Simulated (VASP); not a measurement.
Runs of VASP 6.6.1 on MnS. The structure is that of space group Fm-3m (No. 225), or close to it. The cells are those of the table. 

```tsv
task	cell	k mesh for the DOS	occupations for the DOS	gap on the mesh (eV)	pressure (GPa)
single point	a = 3.556 Å, angles 60.0°, 2 atoms	-	-	none	-19.8
single point	a = 3.273 Å, angles 60.0°, 2 atoms	-	-	none	(b)
single point	a = 3.315 Å, angles 60.0°, 2 atoms	-	-	none	0.6
single point	a = 3.361 Å, angles 60.0°, 2 atoms	-	-	none	(a)
single point	a = 3.318 Å, angles 60.0°, 2 atoms	-	-	none	0.2
single point	a = 3.340 Å, angles 60.0°, 2 atoms	-	-	none	-2.8
single point	a = 3.295 Å, angles 60.0°, 2 atoms	-	-	none	3.4
```

Alike in all rows: level PBE; potentials or basis VASP PAW PBE potentials, release 64 (Mn_pv, S); no spin polarisation; k mesh 12 × 12 × 12; cutoff (eV) 520; smearing gaussian 0.05 eV.

Fill in the values left out.

(a) -5.3; (b) 7.1.

Caveats: the run has no spin polarisation, though such a crystal can be magnetic; semilocal functionals often make such compounds metallic where correlation or magnetic order opens a gap, which also shifts bond lengths.

A gap of «none» marks levels without a gap at the run's occupations.
